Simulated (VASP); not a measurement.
## B: single point with PBE

B:

```xyz
2
Lattice="3.0120 0.0000 0.0000 -1.5060 2.6085 0.0000 0.0000 0.0000 1.9338" Properties=species:S:1:pos:R:3 pbc="T T T"
B     0.0000    1.7390    0.9669
B     1.5060    0.8695    0.9669
```

```json
{
  "Program": "VASP 6.6.1",
  "Task": "single point",
  "Functional": "PBE",
  "Potentials or basis": "VASP PAW PBE potentials, release 64 (B)",
  "Cutoff": "520 eV",
  "k mesh": "21 × 21 × 28",
  "Occupations": "gaussian, width 0.1 eV",
  "Spin": "no spin polarisation"
}
```

- Pressure: 0.0 GPa
- Band gap on the k mesh: zero (band 3 reaches 8.62 eV, above the bottom of band 4 at 3.53 eV)

Stress tensor (GPa, compression positive):
```
 0.06  0.00  0.00
 0.00  0.06  0.00
 0.00  0.00 -0.04
```

Levels at points of the mesh, in eV from the Fermi level:
```
           k point  band 1  band 2  band 3  band 4  band 5  band 6  band 7
(0.00, 0.00, 0.00)  -14.66   -1.59   -1.59    5.62    5.62    5.74   12.51
(0.00, 0.00, 0.50)   -7.68   -5.59    3.13    3.13    4.62   11.23   11.23
```

It took 20 s on 1 thread of Intel(R) Xeon(R) 6975P-C (Granite Rapids) (shared host), peak memory 0.19 GiB.
